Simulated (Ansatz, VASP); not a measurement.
## InAs in VASP and in Ansatz

Contents of INCAR:

```
PREC     = Accurate       # precision mode
ENCUT    = 520            # plane-wave cutoff, eV
EDIFF    = 1E-6           # SCF threshold, eV
ISMEAR   = 0              # smearing method
SIGMA    = 0.15           # smearing width, eV
LREAL    = F              # projectors in reciprocal space
LASPH    = T              # aspherical terms in the spheres
NELM     = 80             # most SCF steps
ALGO     = Normal         # electronic algorithm
ISIF     = 2              # what is computed and relaxed
LWAVE    = F              # write WAVECAR
LCHARG   = F              # write CHGCAR
GGA      = PE             # functional
NBANDS   = 16             # bands
```

File KPOINTS:

```
Automatic mesh
0
Gamma
  18 18 18
```

POSCAR

```
InAs
1.0
    0.0000000000      3.0434777135      3.1956515991
    3.0434777135      0.0000000000      3.1956515991
    3.0434777135      3.0434777135      0.0000000000
In As
1 1
Direct
    0.0000000000      0.0000000000      0.0000000000
    0.7500000000      0.7500000000      0.7500000000
```

Input for Ansatz:

```yaml
crystal:
  lattice:
    - [0.0, 3.0434777135, 3.1956515991]
    - [3.0434777135, 0.0, 3.1956515991]
    - [3.0434777135, 3.0434777135, 0.0]
  atoms:
    - { symbol: In, position: [0.0, 0.0, 0.0] }
    - { symbol: As, position: [0.75, 0.75, 0.75] }
basis:
  ecutwfc: 420
kpoints:
  mp_grid: { grid: [18, 18, 18] }
hamiltonian:
  xc: pbe
scf:
  occupations: { method: gaussian, width: 0.15 }
output:
  forces: true
  stress: true
  eigenvalues: true
```

Alike in both runs: task single point; functional PBE; k mesh 18 × 18 × 18; occupations gaussian, width 0.15 eV; no spin polarisation.

```csv
,VASP,Ansatz
version,VASP 6.6.1,Ansatz 0.2.0
potentials or method,"VASP PAW PBE potentials, release 64 (In_d, As), cutoff 520 eV","scalar-relativistic, plane waves, PAW"
valence electrons in the cell,18,28
```

```tsv
	VASP	Ansatz	Ansatz less VASP
gap on the k mesh at the Fermi level (eV)	none	none	-
pressure (GPa)	0.0	0.0	-0.04
traceless stress, the component that is largest in VASP (GPa)	-1.19	-1.19	-0.001
```

A gap of «none» marks a metal or a gap that the smearing closes. VASP's potentials hold 18 valence electrons a cell and Ansatz's 28, so a difference there can come from the potentials and not from the codes.
